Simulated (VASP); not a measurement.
# Be5Ir (P6/mmm) in VASP: further runs

The runs below take Be5Ir through single point, with PBE.

All numbers are computed with VASP 6.6.1; they aren't measurements. Logs are shortened: lines on timing, memory, paths and dates and some standing lists are left out, and cuts for length are marked.

## 1. The cell of the first run

It takes space group P6/mmm (No. 191, hexagonal). The conventional cell has a = 4.254 Å, b = 4.254 Å, c = 3.433 Å, α = 90.00°, β = 90.00°, γ = 120.00°. Within 2.8 Å of Be (site symmetry -6m2) lie 9 Be at 2.11 to 2.46 Å and 3 Ir at 2.46 Å. Within 2.8 Å of Be (site symmetry mmm) lie 8 Be at 2.11 to 2.13 Å and 4 Ir at 2.73 Å. Ir (site symmetry 6/mmm) has 18 Be at 2.46 to 2.73 Å within 3.2 Å.

## 2. Single point, PBE

The input, INCAR:

```
SYSTEM = Be5Ir
ALGO = Normal
EDIFF = 1E-6
ENCUT = 520
GGA = PE
ISIF = 2
ISMEAR = 0
LASPH = .TRUE.
LCHARG = .TRUE.
LELF = .TRUE.
LREAL = .FALSE.
LVHAR = .TRUE.
LWAVE = .FALSE.
NBANDS = 18
NELM = 60
PREC = Accurate
SIGMA = 0.1
```

The input, KPOINTS:

```
k-points
0
G
  6 6 6
  0 0 0
```

The input, POSCAR:

```
Be5Ir
1.0
    4.2540368700      0.0000000000      0.0000000000
   -2.1270184400      3.6841040000      0.0000000000
    0.0000000000      0.0000000000      3.4326872100
Be Ir
5 1
Direct
    0.3333333300      0.6666666700      0.0000000000
    0.6666666700      0.3333333300      0.0000000000
    0.5000000000      0.0000000000      0.5000000000
    0.5000000000      0.5000000000      0.5000000000
    0.0000000000      0.5000000000      0.5000000000
    0.0000000000      0.0000000000      0.0000000000
```

Potentials or basis: VASP PAW PBE potentials, release 64 (Be, Ir).

Command:

```sh
$ cat potpaw_PBE.64/Be/POTCAR potpaw_PBE.64/Ir/POTCAR > POTCAR
$ mpirun -np 1 vasp_std > vasp.out
```

OUTCAR:

```text
SYSTEM = Be5Ir
   EDIFF = 1E-6
   ENCUT = 520
   GGA = PE
   ISIF = 2
   ISMEAR = 0
   LASPH = .TRUE.
   LREAL = .FALSE.
   NELM = 60
   PREC = Accurate

 ion  position               nearest neighbor table
   1  0.333  0.667  0.000-   5 2.11   5 2.11   3 2.11   3 2.11   4 2.11   4 2.11   6 2.46   6 2.46
                             6 2.46
   2  0.667  0.333  0.000-   5 2.11   5 2.11   3 2.11   3 2.11   4 2.11   4 2.11   6 2.46   6 2.46
                             6 2.46
   3  0.500  0.000  0.500-   1 2.11   2 2.11   1 2.11   2 2.11   5 2.13   5 2.13   4 2.13   4 2.13
                             6 2.73   6 2.73   6 2.73   6 2.73
   4  0.500  0.500  0.500-   1 2.11   2 2.11   1 2.11   2 2.11   5 2.13   5 2.13   3 2.13   3 2.13
                             6 2.73   6 2.73   6 2.73   6 2.73
   5  0.000  0.500  0.500-   1 2.11   2 2.11   1 2.11   2 2.11   3 2.13   3 2.13   4 2.13   4 2.13
                             6 2.73   6 2.73   6 2.73   6 2.73
   6  0.000  0.000  0.000-   1 2.46   2 2.46   2 2.46   1 2.46   2 2.46   1 2.46   4 2.73   4 2.73
                             4 2.73   4 2.73   3 2.73   3 2.73   3 2.73   3 2.73   5 2.73   5 2.73

  LATTYP: Found a hexagonal cell.
 ALAT       =     4.2540368700
 C/A-ratio  =     0.8069246494

  Lattice vectors:

 A1 = (   4.2540368700,   0.0000000000,   0.0000000000)
 A2 = (  -2.1270184400,   3.6841040000,   0.0000000000)
 A3 = (   0.0000000000,   0.0000000000,   3.4326872100)

Analysis of symmetry for initial positions (statically):
=====================================================================
 Subroutine PRICEL returns:
 Original cell was already a primitive cell.

 Routine SETGRP: Setting up the symmetry group for a
 hexagonal supercell.

 Subroutine GETGRP returns: Found 24 space group operations
 (whereof 24 operations were pure point group operations)
 out of a pool of 24 trial point group operations.

The static configuration has the point symmetry D_6h.

Analysis of symmetry for dynamics (positions and initial velocities):
=====================================================================
 Subroutine PRICEL returns:
 Original cell was already a primitive cell.

 Routine SETGRP: Setting up the symmetry group for a
 hexagonal supercell.

 Subroutine GETGRP returns: Found 24 space group operations
 (whereof 24 operations were pure point group operations)
 out of a pool of 24 trial point group operations.

The dynamic configuration has the point symmetry D_6h.

[... 105 lines left out ...]
   NELM   =     60;   NELMIN=  2; NELMDL= -5     # of ELM steps
   EDIFF  = 0.1E-05   stopping-criterion for ELM
   LREAL  =      F    real-space projection
   EDIFFG = 0.1E-04   stopping-criterion for IOM
   NSW    =      0    number of steps for IOM
   IBRION =     -1    ionic relax: 0-MD 1-quasi-New 2-CG
   NFREE  =      0    steps in history (QN), initial steepest desc. (CG)
   ISIF   =      2    stress and relaxation
   ISYM   =      2    0-nonsym 1-usesym 2-fastsym
   POTIM  = 0.5000    time-step for ionic-motion
   TEBEG  =    0.0;   TEEND  =   0.0 temperature during run
   PSTRESS=    0.0 pullay stress
   NELECT =      19.0000    total number of electrons
   NUPDOWN=      -1.0000    fix difference up-down
   EMIN   =  10.00;   EMAX   =-10.00  energy-range for DOS
   EFERMI =   0.00;   METHOD = LEGACY
   ISMEAR =     0;   SIGMA  =   0.10  broadening in eV -4-tet -1-fermi 0-gaus
   EFERMI_NEDOS =   21; number of points for ismear=-14 and -15
   IALGO  =     38    algorithm
   IMIX   =      4    mixing-type and parameters
     AMIX     =   0.40;   BMIX     =  1.00
     AMIX_MAG =   1.60;   BMIX_MAG =  1.00
  volume/ion in A,a.u.               =       8.97        60.51
  Fermi-wavevector in a.u.,A,eV,Ry     =   1.157187  2.186767 18.219316  1.339082
  Thomas-Fermi vector in A             =   2.293801
   LORBIT       =      0    0 simple, 1 ext, 2 COOP (PROOUT), +10 PAW based schemes
   GGA     = PE    functional components
   LHFCALC =     F    Hartree Fock is set to
   AEXX    =    0.0000 exact exchange contribution
   IVDW    =     0    specifies the selected vdW correction
   LEPSILON=     F    determine dielectric tensor
   LRPA    =     F    only Hartree local field effects (RPA)
 non-spin polarized calculation
 Gauss-broadening in eV      SIGMA  =   0.10
  energy-cutoff  :      520.00
  volume of cell :       53.80
 maximum number of plane-waves:      1464
 NGX is ok and might be reduce to    32

 number of electron      19.0000001 magnetization

 Free energy of the ion-electron system (eV)
  ---------------------------------------------------
  ext. energy  EPLUGINS =         0.00000000
  ---------------------------------------------------
  free energy    TOTEN  =       -29.16055774 eV

  energy without entropy =      -29.14672148  energy(sigma->0) =      -29.15363961

 E-fermi :   7.0887     XC(G=0): -11.4706

 val. band max:        7.0886117058   @ k =   0.1667   0.1667   0.5000
 cond. band min:       7.1150987676   @ k =   0.1667   0.1667   0.0000
 fundamental gap:      0.0264870618
 Fermi energy:         7.0887238536

 k-point     1 :       0.0000    0.0000    0.0000
  band No.  band energies     occupation
      1      -3.4626      2.00000
      2       2.1801      2.00000
      3       2.1801      2.00000
      4       3.3573      2.00000
      5       3.5248      2.00000
      6       4.5765      2.00000
[... 481 lines left out ...]
      5       3.1398      2.00000
      6       3.4605      2.00000
[... 10 lines left out ...]
     17      15.6127      0.00000
     18      17.2002      0.00000

 [... further k-points ...]
[... 5 lines left out ...]
  --------------------------------------------------------------------------------------
  -------------------------------------------------------------------------------------
  Total       -1.7692271     -1.7692271      0.4340322      0.0000000      0.0000000      0.0000000
  in kB      -52.6898295    -52.6898296     12.9260308      0.0000001      0.0000000      0.0000000
  external PRESSURE =     -30.8178761 kB  Pullay stress =       0.0000000 kB

 VOLUME and BASIS-vectors are now :
 -----------------------------------------------------------------------------
  energy-cutoff  :      520.00
  volume of cell :       53.80
      direct lattice vectors                 reciprocal lattice vectors
     4.254036870  0.000000000  0.000000000     0.235070835  0.135718210  0.000000000
    -2.127018440  3.684104000  0.000000000     0.000000000  0.271436420  0.000000000
     0.000000000  0.000000000  3.432687210     0.000000000  0.000000000  0.291316959

 POSITION                                       TOTAL-FORCE (eV/Angst)
 -----------------------------------------------------------------------------------
     -0.00000      2.45607      0.00000        -0.000000      0.000000      0.000000
      2.12702      1.22803      0.00000         0.000000     -0.000000     -0.000000
      2.12702      0.00000      1.71634         0.000000      0.000000     -0.000000
      1.06351      1.84205      1.71634         0.000000      0.000000     -0.000000
     -1.06351      1.84205      1.71634         0.000000      0.000000     -0.000000
      0.00000      0.00000      0.00000         0.000000      0.000000     -0.000000
 -----------------------------------------------------------------------------------
    total drift:                                0.000000     -0.000000      0.000000

  FREE ENERGIE OF THE ION-ELECTRON SYSTEM (eV)
  ---------------------------------------------------
  free  energy   TOTEN  =       -29.1605577367 eV

  energy  without entropy=      -29.1467214796  energy(sigma->0) =      -29.15363961
```

Wall time 23 s (1 thread of Oxide Virtual Turin-like, shared host); peak memory 0.16 GiB.

What came out:

```yaml
Free_energy: -29.1606 eV
Pressure: -3.1 GPa
```

Stress tensor (GPa, compression positive):
```
-5.27  0.00  0.00
 0.00 -5.27  0.00
 0.00  0.00  1.29
```

Caveat: spin-orbit coupling is left out, which moves the levels of the heavy elements.

## 3. Single point, PBE

This run uses another cell than the first one: it holds 12 atoms, not 6.

The input, INCAR:

```
PREC = Accurate
ENCUT = 520
EDIFF = 1E-7
ISMEAR = 0
SIGMA = 0.2
LREAL = False
LASPH = True
NELM = 100
ALGO = Fast
ISIF = 2
LWAVE = False
LCHARG = False
GGA = PE
NBANDS = 31
```

The input, KPOINTS:

```
regular mesh
0
Gamma
  6 6 4
```

The input, POSCAR:

```
Be5Ir
1.0
    0.0000000000      0.0000000000      3.4603857362
    4.1988137121      0.0000000028      0.0000000000
   -0.0000000049      7.2725586808      0.0000000000
Be Ir
10 2
Direct
    0.0000000000      0.0000000000      0.3333333333
    0.0000000000      0.5000000000      0.8333333333
    0.0000000000      0.5000000000      0.1666666667
    0.0000000000      0.0000000000      0.6666666667
    0.5000000000      1.0000000000      0.5000000000
    0.5000000000      0.5000000000      0.0000000000
    0.5000000000      0.2500000000      0.2500000000
    0.5000000000      0.7500000000      0.7500000000
    0.5000000000      0.7500000000      0.2500000000
    0.5000000000      0.2500000000      0.7500000000
    0.0000000000      0.5000000000      0.5000000000
    0.0000000000      0.0000000000      0.0000000000
```

Potentials or basis: VASP PAW PBE potentials, release 64 (Be, Ir).

Command:

```sh
$ cat potpaw_PBE.64/Be/POTCAR potpaw_PBE.64/Ir/POTCAR > POTCAR
$ mpirun -np 1 vasp_std > vasp.out
```

It took 2.9 min on 1 thread of Oxide Virtual Turin-like, shared host; peak memory 0.25 GiB.

It converged, with:

```yaml
Free_energy: -58.4215 eV
Pressure: 0.3 GPa
Largest_force: 0.028 eV/Å
Band_gap_on_the_k_mesh: zero (band 19 reaches 8.86 eV, above the bottom of band 20 at 6.50 eV)
```

Forces in eV/Å, atoms in the order of the input:
```
Be   0.000 -0.028  0.000
Be   0.000 -0.028  0.000
Be   0.000  0.028  0.000
Be   0.000  0.028  0.000
Be   0.000  0.000  0.000
Be   0.000  0.000  0.000
Be   0.000  0.000  0.000
Be   0.000  0.000  0.000
Be   0.000  0.000  0.000
Be   0.000  0.000  0.000
Ir   0.000  0.000  0.000
Ir   0.000  0.000  0.000
```

Stress tensor (GPa, compression positive):
```
-0.11  0.00  0.00
 0.00  0.30  0.00
 0.00  0.00  0.73
```

Levels at points of the mesh, in eV from the Fermi level:
```
           k point  band 16  band 17  band 18  band 19  band 20  band 21  band 22  band 23
(0.00, 0.00, 0.00)    -1.81    -1.24    -1.24    -0.48     0.58     2.18     3.00     3.29
(0.50, 0.00, 0.00)    -2.03    -0.49    -0.26    -0.20     3.48     3.48     4.15     4.15
(0.00, 0.50, 0.00)    -2.32     0.09     0.09     1.23     1.23     2.26     2.26     2.45
(0.50, 0.50, 0.00)    -2.34    -1.09    -1.09    -0.23    -0.23    -0.22    -0.22     5.17
(0.00, 0.00, 0.50)    -1.95    -1.80    -1.80    -0.48    -0.48     3.16     3.16     3.46
(0.50, 0.00, 0.50)    -0.97     0.11     0.11     0.42     0.42     1.71     1.71     4.61
(0.00, 0.50, 0.50)    -2.08    -0.48    -0.48     0.58     0.58     2.18     2.18     3.00
(0.50, 0.50, 0.50)    -2.17    -2.04    -2.04    -0.26    -0.26    -0.20    -0.20     4.66
```

Caveat: spin-orbit coupling is left out, which moves the levels of the heavy elements.
